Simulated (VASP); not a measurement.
# AgCl (zincblende type) (F-43m) in VASP: notebook

AgCl (zincblende type) is run at these levels: PBE; tasks: electric field gradients.

All numbers are computed with VASP 6.6.1; they aren't measurements. Logs are shortened: lines on timing, memory, paths and dates and some standing lists are left out, and cuts for length are marked.

**1. The cell of the first run**

It takes space group F-43m (No. 216, cubic). Conventional cell: a = 6.178 Å, b = 6.178 Å, c = 6.178 Å, α = 90.00°, β = 90.00°, γ = 90.00°. Within 3.5 Å of Ag (site symmetry -43m) lie 4 Cl at 2.68 Å. Within 3.5 Å of Cl (site symmetry -43m) lie 4 Ag at 2.68 Å.

**2. Electric field gradients, PBE**

Input file INCAR:

```
PREC     = Accurate       # precision mode
ENCUT    = 520            # plane-wave cutoff, eV
EDIFF    = 1E-8           # SCF threshold, eV
ISMEAR   = -1             # smearing method
SIGMA    = 0.03           # smearing width, eV
LREAL    = F              # projectors in reciprocal space
LASPH    = T              # aspherical terms in the spheres
NELM     = 60             # most SCF steps
ALGO     = Normal         # electronic algorithm
ISIF     = 2              # what is computed and relaxed
LWAVE    = F              # write WAVECAR
LCHARG   = F              # write CHGCAR
GGA      = PE             # functional
LEFG     = T            
NBANDS   = 16             # bands
```

Input file KPOINTS:

```
regular mesh
0
Gamma
  11 11 11
```

Input file POSCAR:

```
AgCl
1.0
    0.0000000000      3.0889659025      3.0889659025
    3.0889659025      0.0000000000      3.0889659025
    3.0889659025      3.0889659025      0.0000000000
Ag Cl
1 1
Direct
    0.0000000000      0.0000000000      0.0000000000
    0.2500000000      0.2500000000      0.2500000000
```

Potentials or basis: VASP PAW PBE potentials, release 64 (Ag, Cl).

The run is started by

```bash
> cat potpaw_PBE.64/Ag/POTCAR potpaw_PBE.64/Cl/POTCAR > POTCAR
> mpirun -np 1 vasp_std > vasp.out
```

OUTCAR:

```text
PREC = Accurate
   ENCUT = 520
   EDIFF = 1E-8
   ISMEAR = -1
   LREAL = F
   LASPH = T
   NELM = 60
   ISIF = 2
   GGA = PE

 ion  position               nearest neighbor table
   1  0.000  0.000  0.000-   2 2.68   2 2.68   2 2.68   2 2.68
   2  0.250  0.250  0.250-   1 2.68   1 2.68   1 2.68   1 2.68

  LATTYP: Found a face centered cubic cell.
 ALAT       =     6.1779318050

  Lattice vectors:

 A1 = (   0.0000000000,   3.0889659025,   3.0889659025)
 A2 = (   3.0889659025,   0.0000000000,   3.0889659025)
 A3 = (   3.0889659025,   3.0889659025,   0.0000000000)

Analysis of symmetry for initial positions (statically):
=====================================================================
 Subroutine PRICEL returns:
 Original cell was already a primitive cell.

 Routine SETGRP: Setting up the symmetry group for a
 face centered cubic supercell.

 Subroutine GETGRP returns: Found 24 space group operations
 (whereof 24 operations were pure point group operations)
 out of a pool of 48 trial point group operations.

The static configuration has the point symmetry T_d .

Analysis of symmetry for dynamics (positions and initial velocities):
=====================================================================
 Subroutine PRICEL returns:
 Original cell was already a primitive cell.

 Routine SETGRP: Setting up the symmetry group for a
 face centered cubic supercell.

 Subroutine GETGRP returns: Found 24 space group operations
 (whereof 24 operations were pure point group operations)
 out of a pool of 48 trial point group operations.

The dynamic configuration has the point symmetry T_d .

 Subroutine INISYM returns: Found 24 space group operations
 (whereof 24 operations are pure point group operations),
 and found     1 'primitive' translations

----------------------------------------------------------------------------------------

                                     Primitive cell

  volume of cell :      58.9480

  direct lattice vectors                    reciprocal lattice vectors
     0.000000000  3.088965903  3.088965903    -0.161866468  0.161866468  0.161866468
     3.088965903  0.000000000  3.088965903     0.161866468 -0.161866468  0.161866468
     3.088965903  3.088965903  0.000000000     0.161866468  0.161866468 -0.161866468

  length of vectors
     4.368457473  4.368457473  4.368457473     0.280360946  0.280360946  0.280360946

  position of ions in fractional coordinates (direct lattice)
     0.000000000  0.000000000  0.000000000
     0.250000000  0.250000000  0.250000000

  ion indices of the primitive-cell ions
   primitive index   ion index
                 1           1
                 2           2

----------------------------------------------------------------------------------------

 KPOINTS: regular mesh

Automatic generation of k-mesh.
 Grid dimensions read from file:
 generate k-points for:   11   11   11

 Generating k-lattice:

  Cartesian coordinates                     Fractional coordinates (reciprocal lattice)
    -0.014715133  0.014715133  0.014715133     0.090909091  0.000000000  0.000000000
     0.014715133 -0.014715133  0.014715133     0.000000000  0.090909091  0.000000000
     0.014715133  0.014715133 -0.014715133     0.000000000  0.000000000  0.090909091

  Length of vectors
     0.025487359  0.025487359  0.025487359

  Shift w.r.t. Gamma in fractional coordinates (k-lattice)
     0.000000000  0.000000000  0.000000000

 Subroutine IBZKPT returns following result:
 ===========================================

 Found     56 irreducible k-points:

 Following reciprocal coordinates:
            Coordinates               Weight
  0.000000  0.000000  0.000000      1.000000
  0.090909  0.000000  0.000000      8.000000
  0.181818  0.000000  0.000000      8.000000
  0.272727  0.000000  0.000000      8.000000
  0.363636  0.000000  0.000000      8.000000
  0.454545  0.000000  0.000000      8.000000
[... 16 lines left out ...]
 -0.272727  0.181818  0.000000     24.000000
 -0.181818  0.181818  0.000000     12.000000
 [... further k-points ...]
   k-points           NKPTS =     56   k-points in BZ     NKDIM =     56   number of bands    NBANDS=     16
   number of dos      NEDOS =    301   number of ions     NIONS =      2
   total plane-waves  NPLWV =  32768
   dimension x,y,z NGX =    32 NGY =   32 NGZ =   32
   dimension x,y,z NGXF=    64 NGYF=   64 NGZF=   64
   ions per type =               1   1
   NGX,Y,Z   is equivalent  to a cutoff of  12.18, 12.18, 12.18 a.u.
   NGXF,Y,Z  is equivalent  to a cutoff of  24.36, 24.36, 24.36 a.u.
 SYSTEM =  unknown system
   PREC   = accura    normal or accurate (medium, high low for compatibility)
   ISTART =      0    job   : 0-new  1-cont  2-samecut
   ICHARG =      2    charge: 1-file 2-atom 10-const
   ISPIN  =      1    spin polarized calculation?
   LNONCOLLINEAR =      F non collinear calculations
   LSORBIT =      F    spin-orbit coupling
   LASPH  =      T    aspherical Exc in radial PAW
   ENCUT  =  520.0 eV  38.22 Ry    6.18 a.u.   8.12  8.12  8.12*2*pi/ulx,y,z
   NELM   =     60;   NELMIN=  2; NELMDL= -5     # of ELM steps
   EDIFF  = 0.1E-07   stopping-criterion for ELM
   LREAL  =      F    real-space projection
   EDIFFG = 0.1E-06   stopping-criterion for IOM
   NSW    =      0    number of steps for IOM
   IBRION =     -1    ionic relax: 0-MD 1-quasi-New 2-CG
   NFREE  =      0    steps in history (QN), initial steepest desc. (CG)
   ISIF   =      2    stress and relaxation
   ISYM   =      2    0-nonsym 1-usesym 2-fastsym
   POTIM  = 0.5000    time-step for ionic-motion
   TEBEG  =    0.0;   TEEND  =   0.0 temperature during run
   PSTRESS=    0.0 pullay stress
   NELECT =      18.0000    total number of electrons
   NUPDOWN=      -1.0000    fix difference up-down
   EMIN   =  10.00;   EMAX   =-10.00  energy-range for DOS
   EFERMI =   0.00;   METHOD = LEGACY
   ISMEAR =    -1;   SIGMA  =   0.03  broadening in eV -4-tet -1-fermi 0-gaus
   EFERMI_NEDOS =   21; number of points for ismear=-14 and -15
   IALGO  =     38    algorithm
   IMIX   =      4    mixing-type and parameters
     AMIX     =   0.40;   BMIX     =  1.00
     AMIX_MAG =   1.60;   BMIX_MAG =  1.00
  volume/ion in A,a.u.               =      29.47       198.90
  Fermi-wavevector in a.u.,A,eV,Ry     =   1.102408  2.083250 16.535222  1.215305
  Thomas-Fermi vector in A             =   2.238851
   LORBIT       =      0    0 simple, 1 ext, 2 COOP (PROOUT), +10 PAW based schemes
   GGA     = PE    functional components
   LHFCALC =     F    Hartree Fock is set to
   AEXX    =    0.0000 exact exchange contribution
   IVDW    =     0    specifies the selected vdW correction
   LEPSILON=     F    determine dielectric tensor
   LRPA    =     F    only Hartree local field effects (RPA)
 non-spin polarized calculation
  energy-cutoff  :      520.00
  volume of cell :       58.95
 maximum number of plane-waves:      1603
   NGX = 17   NGY = 17   NGZ = 17

 number of electron      18.0000008 magnetization

 Free energy of the ion-electron system (eV)
  ---------------------------------------------------
  ext. energy  EPLUGINS =         0.00000000
  ---------------------------------------------------
  free energy    TOTEN  =        -5.43564521 eV

  energy without entropy =       -5.43564521  energy(sigma->0) =       -5.43564521

 E-fermi :   1.5181     XC(G=0):  -8.0982

 val. band max:        0.8414728252   @ k =   0.0000   0.0000   0.0000
 cond. band min:       2.2037587119   @ k =   0.0000   0.0000   0.0000
 fundamental gap:      1.3622858867
 Fermi energy:         1.5181076502

 k-point     1 :       0.0000    0.0000    0.0000
  band No.  band energies     occupation
      1     -13.5120      2.00000
      2      -2.7058      2.00000
      3      -2.7058      2.00000
      4      -2.7058      2.00000
      5      -1.0056      2.00000
      6      -1.0056      2.00000
[... 8 lines left out ...]
     15      13.3925      0.00000
     16      13.3925      0.00000
[... 419 lines left out ...]
 k-point    24 :      -0.1818    0.1818    0.0000
  band No.  band energies     occupation
      1     -13.4220      2.00000
      2      -2.7738      2.00000
      3      -2.5916      2.00000
      4      -2.5865      2.00000
      5      -1.0396      2.00000
      6      -0.9650      2.00000
[... 8 lines left out ...]
     15      13.1504      0.00000
     16      14.9145      0.00000

 [... further k-points ...]

------------------------ aborting loop because EDIFF is reached ----------------------------------------

  FORCE on cell =-STRESS in cart. coord.  units (eV):
  Direction    XX          YY          ZZ          XY          YZ          ZX
  --------------------------------------------------------------------------------------
  -------------------------------------------------------------------------------------
  Total       -0.5894761     -0.5894761     -0.5894761      0.0000000     -0.0000000     -0.0000000
  in kB      -16.0216589    -16.0216589    -16.0216589      0.0000000     -0.0000000     -0.0000000
  external PRESSURE =     -16.0216589 kB  Pullay stress =       0.0000000 kB

 VOLUME and BASIS-vectors are now :
 -----------------------------------------------------------------------------
  energy-cutoff  :      520.00
  volume of cell :       58.95
      direct lattice vectors                 reciprocal lattice vectors
     0.000000000  3.088965903  3.088965903    -0.161866468  0.161866468  0.161866468
     3.088965903  0.000000000  3.088965903     0.161866468 -0.161866468  0.161866468
     3.088965903  3.088965903  0.000000000     0.161866468  0.161866468 -0.161866468

 POSITION                                       TOTAL-FORCE (eV/Angst)
 -----------------------------------------------------------------------------------
      0.00000      0.00000      0.00000         0.000000      0.000000      0.000000
      1.54448      1.54448      1.54448        -0.000000     -0.000000     -0.000000
 -----------------------------------------------------------------------------------
    total drift:                                0.000000      0.000000      0.000000

  FREE ENERGIE OF THE ION-ELECTRON SYSTEM (eV)
  ---------------------------------------------------
  free  energy   TOTEN  =        -5.4356452105 eV

  energy  without entropy=       -5.4356452105  energy(sigma->0) =       -5.43564521

 Electric field gradients (V/A^2)
---------------------------------------------------------------------
 ion       V_xx      V_yy      V_zz      V_xy      V_xz      V_yz
---------------------------------------------------------------------
   1       0.000    -0.000    -0.000     0.001     0.001     0.001
   2       0.000     0.000     0.000     0.001     0.001     0.001
---------------------------------------------------------------------

 Electric field gradients after diagonalization (V/A^2)
 (convention: |V_zz| > |V_xx| > |V_yy|)
----------------------------------------------------------------------
 ion       V_xx      V_yy      V_zz     asymmetry (V_yy - V_xx)/ V_zz
----------------------------------------------------------------------
   1      -0.001    -0.001     0.003       0.000
   2      -0.001    -0.001     0.001       0.000
----------------------------------------------------------------------

           NMR quadrupolar parameters

 Cq : quadrupolar parameter    Cq=e*Q*V_zz/h
 eta: asymmetry parameters     (V_yy - V_xx)/ V_zz
 Q  : nuclear electric quadrupole moment in mb (millibarn)
----------------------------------------------------------------------
 ion       Cq(MHz)       eta       Q (mb)
----------------------------------------------------------------------
   1       0.000       0.000       1.000
   2       0.000       0.000       1.000
----------------------------------------------------------------------
```

Run time: 21 s. Hardware: 1 thread of Intel Xeon 6975P-C (Granite Rapids), shared host; peak memory 0.2 GiB.

Results:

```
Free energy            : -5.4356 eV
Pressure               : -1.6 GPa
Band gap on the k mesh : 1.36 eV, direct
```

Caveat: without QUAD_EFG the Cq values of the log hold for a quadrupole moment of 1 mb, not for the nuclei. A k mesh can miss the band edges.

**3. Electric field gradients, PBE**

Input file INCAR:

```
ALGO = Normal
EDIFF = 1E-8
ENCUT = 520
GGA = PE
ISIF = 2
ISMEAR = -5
LASPH = T
LCHARG = F
LEFG = T
LREAL = F
LWAVE = F
NBANDS = 16
NELM = 100
PREC = Accurate
SIGMA = 0.1
```

Input file KPOINTS:

```
k-points
0
Gamma
  11 11 11
```

POSCAR is that of step 2.

Potentials or basis: VASP PAW PBE potentials, release 64 (Ag, Cl).

The run is started by

```bash
> cat potpaw_PBE.64/Ag/POTCAR potpaw_PBE.64/Cl/POTCAR > POTCAR
> mpirun -np 1 vasp_std > vasp.out
```

OUTCAR:

```text
EDIFF = 1E-8
   ENCUT = 520
   GGA = PE
   ISIF = 2
   ISMEAR = -5
   LASPH = T
   LREAL = F
   NELM = 100
   PREC = Accurate

 ion  position               nearest neighbor table
   1  0.000  0.000  0.000-   2 2.68   2 2.68   2 2.68   2 2.68
   2  0.250  0.250  0.250-   1 2.68   1 2.68   1 2.68   1 2.68

  LATTYP: Found a face centered cubic cell.
 ALAT       =     6.1779318050

  Lattice vectors:

 A1 = (   0.0000000000,   3.0889659025,   3.0889659025)
 A2 = (   3.0889659025,   0.0000000000,   3.0889659025)
 A3 = (   3.0889659025,   3.0889659025,   0.0000000000)

Analysis of symmetry for initial positions (statically):
=====================================================================
 Subroutine PRICEL returns:
 Original cell was already a primitive cell.

 Routine SETGRP: Setting up the symmetry group for a
 face centered cubic supercell.

 Subroutine GETGRP returns: Found 24 space group operations
[... 645 lines left out ...]
  volume of cell :       58.95
      direct lattice vectors                 reciprocal lattice vectors
     0.000000000  3.088965903  3.088965903    -0.161866468  0.161866468  0.161866468
     3.088965903  0.000000000  3.088965903     0.161866468 -0.161866468  0.161866468
     3.088965903  3.088965903  0.000000000     0.161866468  0.161866468 -0.161866468

 POSITION                                       TOTAL-FORCE (eV/Angst)
 -----------------------------------------------------------------------------------
      0.00000      0.00000      0.00000        -0.000000      0.000000      0.000000
      1.54448      1.54448      1.54448         0.000000     -0.000000     -0.000000
 -----------------------------------------------------------------------------------
    total drift:                                0.000000      0.000000      0.000000

  FREE ENERGIE OF THE ION-ELECTRON SYSTEM (eV)
  ---------------------------------------------------
  free  energy   TOTEN  =        -5.4356452104 eV

  energy  without entropy=       -5.4356452104  energy(sigma->0) =       -5.43564521

 Electric field gradients (V/A^2)
---------------------------------------------------------------------
 ion       V_xx      V_yy      V_zz      V_xy      V_xz      V_yz
---------------------------------------------------------------------
   1       0.000    -0.000    -0.000     0.001     0.001     0.001
   2       0.000     0.000     0.000     0.001     0.001     0.001
---------------------------------------------------------------------

 Electric field gradients after diagonalization (V/A^2)
 (convention: |V_zz| > |V_xx| > |V_yy|)
----------------------------------------------------------------------
 ion       V_xx      V_yy      V_zz     asymmetry (V_yy - V_xx)/ V_zz
----------------------------------------------------------------------
   1      -0.001    -0.001     0.003       0.000
   2      -0.001    -0.001     0.001       0.000
----------------------------------------------------------------------

           NMR quadrupolar parameters

 Cq : quadrupolar parameter    Cq=e*Q*V_zz/h
 eta: asymmetry parameters     (V_yy - V_xx)/ V_zz
 Q  : nuclear electric quadrupole moment in mb (millibarn)
----------------------------------------------------------------------
 ion       Cq(MHz)       eta       Q (mb)
----------------------------------------------------------------------
   1       0.000       0.000       1.000
   2       0.000       0.000       1.000
----------------------------------------------------------------------
```

stdout:

```text
POSCAR found type information on POSCAR AgCl
 POSCAR found :  2 types and       2 ions
 scaLAPACK will be used
 LDA part: xc-table for (Slater+PW92), standard interpolation
 POSCAR, INCAR and KPOINTS ok, starting setup
 FFT: planning ... GRIDC
 FFT: planning ... GRID_SOFT
 FFT: planning ... GRID
 WAVECAR not read
 entering main loop
ion   1

ion   2
```

Wall time 21 s (1 thread of Intel Xeon 6975P-C (Granite Rapids), shared host); peak memory 0.2 GiB.

Results:

```
Free energy            : -5.4356 eV
Pressure               : -1.6 GPa
Band gap on the k mesh : 1.36 eV, direct
```

Levels at points of the mesh, in eV from the valence-band top:
```tsv
k point	band 7	band 8	band 9	band 10	band 11	band 12
(0.00, 0.00, 0.00)	0.00	0.00	0.00	1.36	8.16	8.16
```

Caveat: without QUAD_EFG the Cq values of the log hold for a quadrupole moment of 1 mb, not for the nuclei. A k mesh can miss the band edges.
